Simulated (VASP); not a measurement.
# TaRu (Pm-3m) in VASP: a series of runs, part 2 of 2

VASP 6.6.1. The steps go on from the part before.

### Step 4. Electric field gradients, LDA (16.35 Å³/atom)

This run uses another cell than the first one, of 16.35 Å³/atom.

Contents of INCAR:

```
SYSTEM = TaRu
PREC = Accurate
ENCUT = 520
EDIFF = 1E-8
ISMEAR = -1
SIGMA = 0.03
LREAL = .FALSE.
LASPH = .TRUE.
NELM = 60
ALGO = Normal
ISIF = 2
LWAVE = .FALSE.
LCHARG = .FALSE.
LEFG = .TRUE.
NBANDS = 20
```

Contents of KPOINTS:

```
regular mesh
0
G
  13 13 13
  0 0 0
```

Contents of POSCAR:

```
TaRu
1.0
    3.1975881176      0.0000000000      0.0000000000
    0.0000000000      3.1975881176      0.0000000000
    0.0000000000      0.0000000000      3.1975881176
Ta Ru
1 1
Direct
    0.5000000000      0.5000000000      0.5000000000
    0.0000000000      0.0000000000      0.0000000000
```

Potentials or basis: VASP PAW LDA potentials, release 64 (Ta_pv, Ru_pv).

Command:

```console
> cat potpaw_LDA.64/Ta_pv/POTCAR potpaw_LDA.64/Ru_pv/POTCAR > POTCAR
> mpirun -np 1 vasp_std > vasp.out
```

OUTCAR:

```text
SYSTEM = TaRu
   PREC = Accurate
   ENCUT = 520
   EDIFF = 1E-8
   ISMEAR = -1
   LREAL = .FALSE.
   LASPH = .TRUE.
   NELM = 60
   ISIF = 2

 ion  position               nearest neighbor table
   1  0.500  0.500  0.500-   2 2.77   2 2.77   2 2.77   2 2.77   2 2.77   2 2.77   2 2.77   2 2.77

   2  0.000  0.000  0.000-   1 2.77   1 2.77   1 2.77   1 2.77   1 2.77   1 2.77   1 2.77   1 2.77

  LATTYP: Found a simple cubic cell.
 ALAT       =     3.1975881176

  Lattice vectors:

 A1 = (   3.1975881176,   0.0000000000,   0.0000000000)
 A2 = (   0.0000000000,   3.1975881176,   0.0000000000)
 A3 = (   0.0000000000,   0.0000000000,   3.1975881176)

Analysis of symmetry for initial positions (statically):
=====================================================================
 Subroutine PRICEL returns:
 Original cell was already a primitive cell.

 Routine SETGRP: Setting up the symmetry group for a
 simple cubic supercell.

 Subroutine GETGRP returns: Found 48 space group operations
 (whereof 48 operations were pure point group operations)
 out of a pool of 48 trial point group operations.

The static configuration has the point symmetry O_h .

Analysis of symmetry for dynamics (positions and initial velocities):
=====================================================================
 Subroutine PRICEL returns:
 Original cell was already a primitive cell.

 Routine SETGRP: Setting up the symmetry group for a
 simple cubic supercell.

 Subroutine GETGRP returns: Found 48 space group operations
 (whereof 48 operations were pure point group operations)
 out of a pool of 48 trial point group operations.

[... 154 lines left out ...]

 k-point     1 :       0.0000    0.0000    0.0000
  band No.  band energies     occupation
      1     -33.9045      2.00000
      2     -33.9045      2.00000
      3     -33.9045      2.00000
      4     -25.8557      2.00000
      5     -25.8557      2.00000
      6     -25.8557      2.00000
[... 541 lines left out ...]
     19      18.6347      0.00000
     20      19.0371      0.00000

 [... further k-points ...]

------------------------ aborting loop because EDIFF is reached ----------------------------------------

  FORCE on cell =-STRESS in cart. coord.  units (eV):
  Direction    XX          YY          ZZ          XY          YZ          ZX
  --------------------------------------------------------------------------------------
  -------------------------------------------------------------------------------------
  Total       -3.5979476     -3.5979476     -3.5979476      0.0000000      0.0000000     -0.0000000
  in kB     -176.3184869   -176.3184869   -176.3184869      0.0000000      0.0000000     -0.0000000
  external PRESSURE =    -176.3184869 kB  Pullay stress =       0.0000000 kB

 VOLUME and BASIS-vectors are now :
 -----------------------------------------------------------------------------
  energy-cutoff  :      520.00
  volume of cell :       32.69
      direct lattice vectors                 reciprocal lattice vectors
     3.197588118  0.000000000  0.000000000     0.312735713  0.000000000  0.000000000
     0.000000000  3.197588118  0.000000000     0.000000000  0.312735713  0.000000000
     0.000000000  0.000000000  3.197588118     0.000000000  0.000000000  0.312735713

 POSITION                                       TOTAL-FORCE (eV/Angst)
 -----------------------------------------------------------------------------------
      1.59879      1.59879      1.59879         0.000000      0.000000      0.000000
      0.00000      0.00000      0.00000         0.000000      0.000000      0.000000
 -----------------------------------------------------------------------------------
    total drift:                                0.000000      0.000000     -0.000000

  FREE ENERGIE OF THE ION-ELECTRON SYSTEM (eV)
  ---------------------------------------------------
  free  energy   TOTEN  =       -23.8722896662 eV

  energy  without entropy=      -23.8617893492  energy(sigma->0) =      -23.86703951

 Electric field gradients (V/A^2)
---------------------------------------------------------------------
 ion       V_xx      V_yy      V_zz      V_xy      V_xz      V_yz
---------------------------------------------------------------------
   1       0.000     0.000     0.000     0.000    -0.000     0.000
   2       0.000    -0.000     0.000    -0.000     0.000     0.000
---------------------------------------------------------------------

 Electric field gradients after diagonalization (V/A^2)
 (convention: |V_zz| > |V_xx| > |V_yy|)
----------------------------------------------------------------------
 ion       V_xx      V_yy      V_zz     asymmetry (V_yy - V_xx)/ V_zz
----------------------------------------------------------------------
   1       0.000     0.000     0.000      -0.227
   2       0.000     0.000    -0.000       0.482
----------------------------------------------------------------------

           NMR quadrupolar parameters

 Cq : quadrupolar parameter    Cq=e*Q*V_zz/h
 eta: asymmetry parameters     (V_yy - V_xx)/ V_zz
 Q  : nuclear electric quadrupole moment in mb (millibarn)
----------------------------------------------------------------------
 ion       Cq(MHz)       eta       Q (mb)
----------------------------------------------------------------------
   1       0.000      -0.227       1.000
   2      -0.000       0.482       1.000
----------------------------------------------------------------------
```

stdout:

```text
POSCAR found type information on POSCAR TaRu
 POSCAR found :  2 types and       2 ions
 scaLAPACK will be used
 LDA part: xc-table for (Slater(with rela. corr.)+CA(PZ))
 , standard interpolation
 POSCAR, INCAR and KPOINTS ok, starting setup
 FFT: planning ... GRIDC
 FFT: planning ... GRID_SOFT
 FFT: planning ... GRID
 WAVECAR not read
 entering main loop
ion   1

ion   2
```

It took 68 s on 1 thread of AMD EPYC 7R13, shared host; peak memory 0.14 GiB.

What came out:

```yaml
Free_energy: -23.8723 eV
Pressure: -17.6 GPa
Band_gap_on_the_k_mesh: zero (an odd number of electrons rules out a gap without spin polarisation)
Largest_electric_field_gradient_by_atom: zero within the noise of the run
```

Caveat: the cell stands under tension; spin-orbit coupling is left out, which moves the levels of the heavy elements.
